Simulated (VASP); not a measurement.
# Pt2F (I4/mmm) in VASP: single point with PBE

Aim: the single point of Pt2F with PBE.

Program: VASP 6.6.1. These are calculated values, not measurements. Logs are shortened: lines on timing, memory, paths and dates and some standing lists are left out, and cuts for length are marked.

## Step 1: The cell of the first run

It takes space group I4/mmm (No. 139, tetragonal). The conventional cell has a = 3.625 Å, b = 3.625 Å, c = 6.941 Å, α = 90.00°, β = 90.00°, γ = 90.00°. Within 2.9 Å of Pt (site symmetry 4mm) lie 5 F at 2.15 to 2.88 Å and 5 Pt at 2.63 to 2.70 Å. Within 2.9 Å of F (site symmetry 4/mmm) lie 10 Pt at 2.15 to 2.88 Å.

## Step 2: Single point, PBE

INCAR reads:

```
SYSTEM = Pt2F
PREC = Accurate ; ENCUT = 700
EDIFF = 1E-6 ; ISMEAR = 0
SIGMA = 0.1 ; LREAL = .False.
LASPH = .True. ; NELM = 120
ALGO = Normal ; ISIF = 2
LWAVE = .False. ; LCHARG = .False.
GGA = PE ; NBANDS = 28
GGA_COMPAT = .False.
```

KPOINTS reads:

```
regular mesh
0
Gamma
  18 18 18
  0 0 0
```

POSCAR reads:

```
Pt2F
1.0
   -1.8123623828      1.8123623828      3.4706951631
    1.8123623828     -1.8123623828      3.4706951631
    1.8123623828      1.8123623828     -3.4706951631
Pt F
2 1
Direct
    0.6896038937      0.6896038937      0.0000000000
    0.3103961063      0.3103961063      0.0000000000
    0.0000000000      0.0000000000      0.0000000000
```

Potentials or basis: VASP PAW PBE potentials, release 64 (Pt_sv_GW, F).

Run with:

```sh
$ cat potpaw_PBE.64/Pt_sv_GW/POTCAR potpaw_PBE.64/F/POTCAR > POTCAR
$ mpirun -np 1 vasp_std > vasp.out
```

OUTCAR:

```text
SYSTEM = Pt2F
   PREC = Accurate
   ENCUT = 700
   EDIFF = 1E-6
   ISMEAR = 0
   LREAL = .False.
   LASPH = .True.
   NELM = 120
   ISIF = 2
   GGA = PE

 ion  position               nearest neighbor table
   1  0.690  0.690  0.000-   3 2.15   2 2.63   2 2.70   2 2.70   2 2.70   2 2.70
   2  0.310  0.310  0.000-   3 2.15   1 2.63   1 2.70   1 2.70   1 2.70   1 2.70
   3  0.000  0.000  0.000-   1 2.15   2 2.15

  LATTYP: Found a body centered tetragonal cell.
 ALAT       =     3.6247247656
 C/A-ratio  =     1.9150116975

  Lattice vectors:

 A1 = (  -1.8123623828,   1.8123623828,   3.4706951631)
 A2 = (   1.8123623828,  -1.8123623828,   3.4706951631)
 A3 = (   1.8123623828,   1.8123623828,  -3.4706951631)

Analysis of symmetry for initial positions (statically):
=====================================================================
 Subroutine PRICEL returns:
 Original cell was already a primitive cell.

 Routine SETGRP: Setting up the symmetry group for a
 body centered tetragonal supercell.

 Subroutine GETGRP returns: Found 16 space group operations
 (whereof 16 operations were pure point group operations)
 out of a pool of 16 trial point group operations.

The static configuration has the point symmetry D_4h.

Analysis of symmetry for dynamics (positions and initial velocities):
=====================================================================
 Subroutine PRICEL returns:
 Original cell was already a primitive cell.

 Routine SETGRP: Setting up the symmetry group for a
 body centered tetragonal supercell.

 Subroutine GETGRP returns: Found 16 space group operations
 (whereof 16 operations were pure point group operations)
 out of a pool of 16 trial point group operations.

The dynamic configuration has the point symmetry D_4h.

 Subroutine INISYM returns: Found 16 space group operations
 (whereof 16 operations are pure point group operations),
 and found     1 'primitive' translations

----------------------------------------------------------------------------------------

                                     Primitive cell

  volume of cell :      45.6002

  direct lattice vectors                    reciprocal lattice vectors
    -1.812362383  1.812362383  3.470695163     0.000000000  0.275883016  0.144063358
     1.812362383 -1.812362383  3.470695163     0.275883016  0.000000000  0.144063358
     1.812362383  1.812362383 -3.470695163     0.275883016  0.275883016  0.000000000
[... 78 lines left out ...]
   ISTART =      0    job   : 0-new  1-cont  2-samecut
   ICHARG =      2    charge: 1-file 2-atom 10-const
   ISPIN  =      1    spin polarized calculation?
   LNONCOLLINEAR =      F non collinear calculations
   LSORBIT =      F    spin-orbit coupling
   LASPH  =      T    aspherical Exc in radial PAW
   ENCUT  =  700.0 eV  51.45 Ry    7.17 a.u.   9.31  9.31  9.31*2*pi/ulx,y,z
   NELM   =    120;   NELMIN=  2; NELMDL= -5     # of ELM steps
   EDIFF  = 0.1E-05   stopping-criterion for ELM
   LREAL  =      F    real-space projection
[... 7 lines left out ...]
   TEBEG  =    0.0;   TEEND  =   0.0 temperature during run
   PSTRESS=    0.0 pullay stress
   NELECT =      43.0000    total number of electrons
   NUPDOWN=      -1.0000    fix difference up-down
   EMIN   =  10.00;   EMAX   =-10.00  energy-range for DOS
   EFERMI =   0.00;   METHOD = LEGACY
   ISMEAR =     0;   SIGMA  =   0.10  broadening in eV -4-tet -1-fermi 0-gaus
   EFERMI_NEDOS =   21; number of points for ismear=-14 and -15
   IALGO  =     38    algorithm
   IMIX   =      4    mixing-type and parameters
     AMIX     =   0.40;   BMIX     =  1.00
     AMIX_MAG =   1.60;   BMIX_MAG =  1.00
  volume/ion in A,a.u.               =      15.20       102.58
  Fermi-wavevector in a.u.,A,eV,Ry     =   1.605371  3.033712 35.065162  2.577217
  Thomas-Fermi vector in A             =   2.701728
   LORBIT       =      0    0 simple, 1 ext, 2 COOP (PROOUT), +10 PAW based schemes
   GGA     = PE    functional components
   LHFCALC =     F    Hartree Fock is set to
   AEXX    =    0.0000 exact exchange contribution
   IVDW    =     0    specifies the selected vdW correction
   LEPSILON=     F    determine dielectric tensor
   LRPA    =     F    only Hartree local field effects (RPA)
 non-spin polarized calculation
 Gauss-broadening in eV      SIGMA  =   0.10
  energy-cutoff  :      700.00
  volume of cell :       45.60
 maximum number of plane-waves:      1939
 NGX is ok and might be reduce to    40
   NGX = 19   NGY = 19   NGZ = 19

 number of electron      42.9999998 magnetization

 Free energy of the ion-electron system (eV)
  ---------------------------------------------------
  ext. energy  EPLUGINS =         0.00000000
  ---------------------------------------------------
  free energy    TOTEN  =       -13.71692929 eV

  energy without entropy =      -13.70517449  energy(sigma->0) =      -13.71105189

 E-fermi :   6.4394     XC(G=0): -12.2635

 val. band max:        6.4382488003   @ k =  -0.2222   0.5000   0.2222
 cond. band min:       6.4404192929   @ k =   0.4444   0.1667   0.1111
 fundamental gap:      0.0021704926
 Fermi energy:         6.4394124117

 k-point     1 :       0.0000    0.0000    0.0000
  band No.  band energies     occupation
      1     -91.8381      2.00000
      2     -91.7939      2.00000
      3     -46.2088      2.00000
      4     -45.9900      2.00000
      5     -45.9802      2.00000
      6     -45.9802      2.00000
[... 733 lines left out ...]
     27      17.1253      0.00000
     28      18.7614      0.00000

 [... further k-points ...]

------------------------ aborting loop because EDIFF is reached ----------------------------------------

  FORCE on cell =-STRESS in cart. coord.  units (eV):
  Direction    XX          YY          ZZ          XY          YZ          ZX
  --------------------------------------------------------------------------------------
  -------------------------------------------------------------------------------------
  Total       -0.1278063     -0.1278063     -0.0475477      0.0000000      0.0000000      0.0000000
  in kB       -4.4905167     -4.4905167     -1.6706054      0.0000000      0.0000000      0.0000000
  external PRESSURE =      -3.5505463 kB  Pullay stress =       0.0000000 kB

 VOLUME and BASIS-vectors are now :
 -----------------------------------------------------------------------------
  energy-cutoff  :      700.00
  volume of cell :       45.60
      direct lattice vectors                 reciprocal lattice vectors
    -1.812362383  1.812362383  3.470695163     0.000000000  0.275883016  0.144063358
     1.812362383 -1.812362383  3.470695163     0.275883016  0.000000000  0.144063358
     1.812362383  1.812362383 -3.470695163     0.275883016  0.275883016  0.000000000

 POSITION                                       TOTAL-FORCE (eV/Angst)
 -----------------------------------------------------------------------------------
      0.00000      0.00000      4.78681         0.000000      0.000000     -0.010727
      0.00000      0.00000      2.15458         0.000000      0.000000      0.010727
      0.00000      0.00000      0.00000        -0.000000     -0.000000      0.000000
 -----------------------------------------------------------------------------------
    total drift:                               -0.000000     -0.000000      0.000000

  FREE ENERGIE OF THE ION-ELECTRON SYSTEM (eV)
  ---------------------------------------------------
  free  energy   TOTEN  =       -13.7169292879 eV

  energy  without entropy=      -13.7051744869  energy(sigma->0) =      -13.71105189
```

OSZICAR:

```text
N       E                     dE             d eps       ncg     rms          rms(c)
DAV:   1     0.575150745799E+03    0.57515E+03   -0.34813E+04 28040   0.202E+03
DAV:   2     0.740989603175E+01   -0.56774E+03   -0.55644E+03 31760   0.653E+02
DAV:   3    -0.175903282079E+02   -0.25000E+02   -0.24594E+02 30828   0.129E+02
DAV:   4    -0.178712005132E+02   -0.28087E+00   -0.28040E+00 29520   0.143E+01
DAV:   5    -0.178740004029E+02   -0.27999E-02   -0.27993E-02 30408   0.131E+00    0.978E+01
DAV:   6    -0.139582737918E+02    0.39157E+01   -0.16644E+01 28420   0.311E+01    0.444E+01
DAV:   7    -0.139959884501E+02   -0.37715E-01   -0.42992E+00 28216   0.172E+01    0.230E+01
DAV:   8    -0.137132755925E+02    0.28271E+00   -0.89380E-01 29228   0.830E+00    0.279E+00
DAV:   9    -0.137179210147E+02   -0.46454E-02   -0.77844E-02 28368   0.213E+00    0.805E-01
DAV:  10    -0.137169968337E+02    0.92418E-03   -0.59577E-03 29768   0.614E-01    0.332E-01
DAV:  11    -0.137169349919E+02    0.61842E-04   -0.93636E-04 29300   0.293E-01    0.842E-02
DAV:  12    -0.137169340839E+02    0.90806E-06   -0.87754E-05 29468   0.956E-02    0.258E-02
DAV:  13    -0.137169294069E+02    0.46770E-05   -0.16049E-05 25908   0.360E-02    0.125E-02
DAV:  14    -0.137169292879E+02    0.11901E-06   -0.24226E-06 23340   0.119E-02
   1 F= -.13716929E+02 E0= -.13711052E+02  d E =-.117548E-01
```

stdout:

```text
POSCAR found type information on POSCAR PtF
 POSCAR found :  2 types and       3 ions
 scaLAPACK will be used
 LDA part: xc-table for (Slater+PW92), standard interpolation
 POSCAR, INCAR and KPOINTS ok, starting setup
 FFT: planning ... GRIDC
 FFT: planning ... GRID_SOFT
 FFT: planning ... GRID
 WAVECAR not read
 entering main loop
```

Wall time 9.1 min (1 thread of Intel Xeon 6975P-C (Granite Rapids), shared host); peak memory 0.88 GiB.

What came out:

```yaml
Free_energy: -13.7169 eV
Pressure: -0.4 GPa
Largest_force: 0.011 eV/Å
Band_gap_on_the_k_mesh: zero (an odd number of electrons rules out a gap without spin polarisation)
```

Forces on the atoms (eV/Å):
```
Pt   0.000  0.000 -0.011
Pt   0.000  0.000  0.011
F    0.000  0.000  0.000
```

Stress tensor (GPa, compression positive):
```
-0.45  0.00  0.00
 0.00 -0.45  0.00
 0.00  0.00 -0.17
```

Levels at points of the mesh, in eV from the Fermi level:
```csv
k point,band 19,band 20,band 21,band 22,band 23,band 24
"(0.00, 0.00, 0.00)",-1.55,-1.55,-0.77,0.73,0.89,9.34
"(0.50, 0.00, 0.00)",-1.24,-0.97,-0.92,-0.17,0.74,1.09
"(0.50, 0.50, 0.00)",-1.53,-1.48,-1.36,1.05,2.31,2.89
"(0.50, 0.50, 0.50)",-1.68,-1.68,-0.33,0.18,0.45,3.61
```

Caveat: spin-orbit coupling is left out, which moves the levels of the heavy elements.
